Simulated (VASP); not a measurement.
# Sc (P6_3/mmc) in VASP: a series of runs

The runs below take Sc through single point, with PBE.

Everything below comes from runs of VASP 6.6.1. Logs are shortened: lines on timing, memory, paths and dates and some standing lists are left out, and cuts for length are marked.

### 1 The cell of the first run

It takes space group P6_3/mmc (No. 194, hexagonal). The conventional cell has a = 3.309 Å, b = 3.309 Å, c = 5.273 Å, α = 90.00°, β = 90.00°, γ = 120.00°. Within 4.3 Å of Sc (site symmetry -6m2) lie 12 Sc at 3.26 to 3.31 Å.

### 2 Single point, PBE

INCAR reads:

```
PREC = Accurate
ENCUT = 520
EDIFF = 1E-7
ISMEAR = 1
SIGMA = 0.1
LREAL = False
LASPH = True
NELM = 60
ALGO = Normal
ISIF = 2
LWAVE = False
LCHARG = False
GGA = PE
NBANDS = 18
```

KPOINTS reads:

```
Automatic mesh
0
Gamma
  8 8 5
```

POSCAR reads:

```
Sc
1.0
    3.3090000000      0.0000000000      0.0000000000
   -1.6545000000      2.8656780000      0.0000000000
    0.0000000000      0.0000000000      5.2733000000
Sc
2
Direct
    0.3333333333      0.6666666667      0.2500000000
    0.6666666667      0.3333333333      0.7500000000
```

Potentials or basis: VASP PAW PBE potentials, release 64 (Sc_sv).

Started as:

```console
$ cat potpaw_PBE.64/Sc_sv/POTCAR > POTCAR
$ mpirun -np 1 vasp_std > vasp.out
```

OUTCAR:

```text
PREC = Accurate
   ENCUT = 520
   EDIFF = 1E-7
   ISMEAR = 1
   LREAL = False
   LASPH = True
   NELM = 60
   ISIF = 2
   GGA = PE

 ion  position               nearest neighbor table
   1  0.333  0.667  0.250-   2 3.26   2 3.26   2 3.26   2 3.26   2 3.26   2 3.26
   2  0.667  0.333  0.750-   1 3.26   1 3.26   1 3.26   1 3.26   1 3.26   1 3.26

  LATTYP: Found a hexagonal cell.
 ALAT       =     3.3090000000
 C/A-ratio  =     1.5936234512

  Lattice vectors:

 A1 = (   3.3090000000,   0.0000000000,   0.0000000000)
 A2 = (  -1.6545000000,   2.8656780000,   0.0000000000)
 A3 = (   0.0000000000,   0.0000000000,   5.2733000000)

Analysis of symmetry for initial positions (statically):
=====================================================================
 Subroutine PRICEL returns:
 Original cell was already a primitive cell.

 Routine SETGRP: Setting up the symmetry group for a
 hexagonal supercell.

 Subroutine GETGRP returns: Found 24 space group operations
 (whereof 12 operations were pure point group operations)
 out of a pool of 24 trial point group operations.

The static configuration has the point symmetry D_3d.
 The point group associated with its full space group is D_6h.

Analysis of symmetry for dynamics (positions and initial velocities):
=====================================================================
 Subroutine PRICEL returns:
 Original cell was already a primitive cell.

 Routine SETGRP: Setting up the symmetry group for a
 hexagonal supercell.

 Subroutine GETGRP returns: Found 24 space group operations
 (whereof 12 operations were pure point group operations)
 out of a pool of 24 trial point group operations.

The dynamic configuration has the point symmetry D_3d.
 The point group associated with its full space group is D_6h.

 Subroutine INISYM returns: Found 24 space group operations
 (whereof 12 operations are pure point group operations),
 and found     1 'primitive' translations

----------------------------------------------------------------------------------------

                                     Primitive cell

  volume of cell :      50.0042

  direct lattice vectors                    reciprocal lattice vectors
     3.309000000  0.000000000  0.000000000     0.302206105  0.174478780  0.000000000
[... 77 lines left out ...]
   PREC   = accura    normal or accurate (medium, high low for compatibility)
   ISTART =      0    job   : 0-new  1-cont  2-samecut
   ICHARG =      2    charge: 1-file 2-atom 10-const
   ISPIN  =      1    spin polarized calculation?
   LNONCOLLINEAR =      F non collinear calculations
   LSORBIT =      F    spin-orbit coupling
   LASPH  =      T    aspherical Exc in radial PAW
   ENCUT  =  520.0 eV  38.22 Ry    6.18 a.u.   6.15  6.15  9.80*2*pi/ulx,y,z
   NELM   =     60;   NELMIN=  2; NELMDL= -5     # of ELM steps
   EDIFF  = 0.1E-06   stopping-criterion for ELM
   LREAL  =      F    real-space projection
   EDIFFG = 0.1E-05   stopping-criterion for IOM
   NSW    =      0    number of steps for IOM
   IBRION =     -1    ionic relax: 0-MD 1-quasi-New 2-CG
   NFREE  =      0    steps in history (QN), initial steepest desc. (CG)
   ISIF   =      2    stress and relaxation
   ISYM   =      2    0-nonsym 1-usesym 2-fastsym
   POTIM  = 0.5000    time-step for ionic-motion
   TEBEG  =    0.0;   TEEND  =   0.0 temperature during run
   PSTRESS=    0.0 pullay stress
   NELECT =      22.0000    total number of electrons
   NUPDOWN=      -1.0000    fix difference up-down
   EMIN   =  10.00;   EMAX   =-10.00  energy-range for DOS
   EFERMI =   0.00;   METHOD = LEGACY
   ISMEAR =     1;   SIGMA  =   0.10  broadening in eV -4-tet -1-fermi 0-gaus
   EFERMI_NEDOS =   21; number of points for ismear=-14 and -15
   IALGO  =     38    algorithm
   IMIX   =      4    mixing-type and parameters
     AMIX     =   0.40;   BMIX     =  1.00
     AMIX_MAG =   1.60;   BMIX_MAG =  1.00
  volume/ion in A,a.u.               =      25.00       168.72
  Fermi-wavevector in a.u.,A,eV,Ry     =   1.245127  2.352948 21.093660  1.550340
  Thomas-Fermi vector in A             =   2.379363
   LORBIT       =      0    0 simple, 1 ext, 2 COOP (PROOUT), +10 PAW based schemes
   GGA     = PE    functional components
   LHFCALC =     F    Hartree Fock is set to
   AEXX    =    0.0000 exact exchange contribution
   IVDW    =     0    specifies the selected vdW correction
   LEPSILON=     F    determine dielectric tensor
   LRPA    =     F    only Hartree local field effects (RPA)
 non-spin polarized calculation
 Methfessel and Paxton  Order N= 1 SIGMA  =   0.10
  energy-cutoff  :      520.00
  volume of cell :       50.00
 maximum number of plane-waves:      1387
 NGX is ok and might be reduce to    28
   NGX = 13   NGY = 13   NGZ = 19

 number of electron      22.0000000 magnetization

 Free energy of the ion-electron system (eV)
  ---------------------------------------------------
  ext. energy  EPLUGINS =         0.00000000
  ---------------------------------------------------
  free energy    TOTEN  =       -12.48603040 eV

  energy without entropy =      -12.48411450  energy(sigma->0) =      -12.48539176

 E-fermi :   3.6086     XC(G=0):  -9.8216

 val. band max:        3.5903012977   @ k =   0.2500   0.2500   0.4000
 cond. band min:       3.6341290920   @ k =   0.3750   0.2500   0.4000
 fundamental gap:      0.0438277943
 Fermi energy:         3.6086269972

 k-point     1 :       0.0000    0.0000    0.0000
  band No.  band energies     occupation
      1     -45.8639      2.00000
      2     -45.8029      2.00000
      3     -24.6646      2.00000
      4     -24.3487      2.00000
      5     -24.3487      2.00000
      6     -24.2924      2.00000
[... 481 lines left out ...]
      5     -24.4019      2.00000
      6     -24.3874      2.00000
[... 10 lines left out ...]
     17       7.1156      0.00000
     18       7.1407      0.00000

 [... further k-points ...]
[... 5 lines left out ...]
  --------------------------------------------------------------------------------------
  -------------------------------------------------------------------------------------
  Total       -0.0746533     -0.0746533     -0.4580236      0.0000000      0.0000000      0.0000000
  in kB       -2.3919544     -2.3919543    -14.6754624      0.0000000      0.0000000      0.0000000
  external PRESSURE =      -6.4864570 kB  Pullay stress =       0.0000000 kB

 VOLUME and BASIS-vectors are now :
 -----------------------------------------------------------------------------
  energy-cutoff  :      520.00
  volume of cell :       50.00
      direct lattice vectors                 reciprocal lattice vectors
     3.309000000  0.000000000  0.000000000     0.302206105  0.174478780  0.000000000
    -1.654500000  2.865678000  0.000000000     0.000000000  0.348957559  0.000000000
     0.000000000  0.000000000  5.273300000     0.000000000  0.000000000  0.189634574

 POSITION                                       TOTAL-FORCE (eV/Angst)
 -----------------------------------------------------------------------------------
     -0.00000      1.91045      1.31832        -0.000000     -0.000000      0.000000
      1.65450      0.95523      3.95498         0.000000      0.000000      0.000000
 -----------------------------------------------------------------------------------
    total drift:                               -0.000000      0.000000     -0.000000

  FREE ENERGIE OF THE ION-ELECTRON SYSTEM (eV)
  ---------------------------------------------------
  free  energy   TOTEN  =       -12.4860303970 eV

  energy  without entropy=      -12.4841144967  energy(sigma->0) =      -12.48539176
```

OSZICAR:

```text
N       E                     dE             d eps       ncg     rms          rms(c)
DAV:   1     0.364865733587E+03    0.36487E+03   -0.10753E+04  1080   0.128E+03
DAV:   2     0.616716379082E+01   -0.35870E+03   -0.35159E+03  1352   0.540E+02
DAV:   3    -0.134640819346E+02   -0.19631E+02   -0.18915E+02  1794   0.152E+02
DAV:   4    -0.139119965635E+02   -0.44791E+00   -0.44493E+00  1682   0.198E+01
DAV:   5    -0.139161529898E+02   -0.41564E-02   -0.41539E-02  1856   0.211E+00    0.750E+00
DAV:   6    -0.126556194127E+02    0.12605E+01   -0.29049E+00  1416   0.186E+01    0.224E+00
DAV:   7    -0.124976610935E+02    0.15796E+00   -0.73145E-01  1478   0.846E+00    0.890E-01
DAV:   8    -0.124880128111E+02    0.96483E-02   -0.35869E-02  1428   0.237E+00    0.273E-01
DAV:   9    -0.124860130560E+02    0.19998E-02   -0.10837E-02  1494   0.106E+00    0.217E-02
DAV:  10    -0.124860351707E+02   -0.22115E-04   -0.15256E-04  1684   0.165E-01    0.112E-02
DAV:  11    -0.124860268438E+02    0.83269E-05   -0.74963E-06  1614   0.278E-02    0.381E-03
DAV:  12    -0.124860305974E+02   -0.37536E-05   -0.98121E-07  1274   0.820E-03    0.863E-04
DAV:  13    -0.124860304000E+02    0.19735E-06   -0.37883E-08   828   0.353E-03    0.105E-04
DAV:  14    -0.124860303970E+02    0.30304E-08   -0.12225E-08   726   0.239E-03
   1 F= -.12486030E+02 E0= -.12485392E+02  d E =-.191590E-02
```

stdout:

```text
POSCAR found type information on POSCAR Sc
 POSCAR found :  1 types and       2 ions
 scaLAPACK will be used
 LDA part: xc-table for (Slater+PW92), standard interpolation
 POSCAR, INCAR and KPOINTS ok, starting setup
 FFT: planning ... GRIDC
 FFT: planning ... GRID_SOFT
 FFT: planning ... GRID
 WAVECAR not read
 entering main loop
```

Wall time 16 s (1 thread of Intel Xeon Platinum 8559C (Emerald Rapids), shared host); peak memory 0.18 GiB.

Results:

| Property | Result |
| --- | --- |
| Free energy | -12.4860 eV |
| Pressure | -0.6 GPa |
| Band gap on the k mesh | zero (band 11 reaches 4.27 eV, above the bottom of band 12 at 3.14 eV) |

Stress tensor (GPa, compression positive):
```
-0.24  0.00  0.00
 0.00 -0.24  0.00
 0.00  0.00 -1.47
```

### 3 Single point, PBE

This run uses another cell than the first one, of 25.63 Å³/atom, 1.025 times its volume.

INCAR reads:

```
PREC     = Accurate       # precision mode
ENCUT    = 520            # plane-wave cutoff, eV
EDIFF    = 1E-6           # SCF threshold, eV
ISMEAR   = 1              # smearing method
SIGMA    = 0.1            # smearing width, eV
LREAL    = False          # projectors in reciprocal space
LASPH    = True           # aspherical terms in the spheres
NELM     = 60             # most SCF steps
ALGO     = Normal         # electronic algorithm
ISIF     = 2              # what is computed and relaxed
LWAVE    = False          # write WAVECAR
LCHARG   = True           # write CHGCAR
GGA      = PE             # functional
LELF     = True           # ELF
LVHAR    = True         
NBANDS   = 18             # bands
```

KPOINTS reads:

```
regular mesh
0
Gamma
  8 8 5
```

POSCAR reads:

```
Sc
1.0
    3.3363483476      0.0000000000      0.0000000000
   -1.6681741738      2.8893623633      0.0000000000
    0.0000000000      0.0000000000      5.3168829682
Sc
2
Direct
    0.3333333333      0.6666666667      0.2500000000
    0.6666666667      0.3333333333      0.7500000000
```

Potentials or basis: VASP PAW PBE potentials, release 64 (Sc_sv).

Started as:

```console
$ cat potpaw_PBE.64/Sc_sv/POTCAR > POTCAR
$ mpirun -np 1 vasp_std > vasp.out
```

It took 17 s on 1 thread of Intel Xeon Platinum 8559C (Emerald Rapids), shared host; peak memory 0.18 GiB.

The run converged. Its results:

```
Free energy            : -12.4765 eV
Pressure               : -1.9 GPa
Band gap on the k mesh : zero (band 11 reaches 4.11 eV, above the bottom of band 12 at 3.01 eV)
```

Stress tensor (GPa, compression positive):
```
-1.50  0.00  0.00
 0.00 -1.50  0.00
 0.00  0.00 -2.72
```

Levels at points of the mesh, in eV from the Fermi level:
```csv
k point,band 9,band 10,band 11,band 12,band 13,band 14
"(0.00, 0.00, 0.00)",-5.07,-1.64,0.36,1.54,1.54,1.66
"(0.50, 0.00, 0.00)",-1.58,-1.02,-0.66,-0.31,1.16,1.37
```
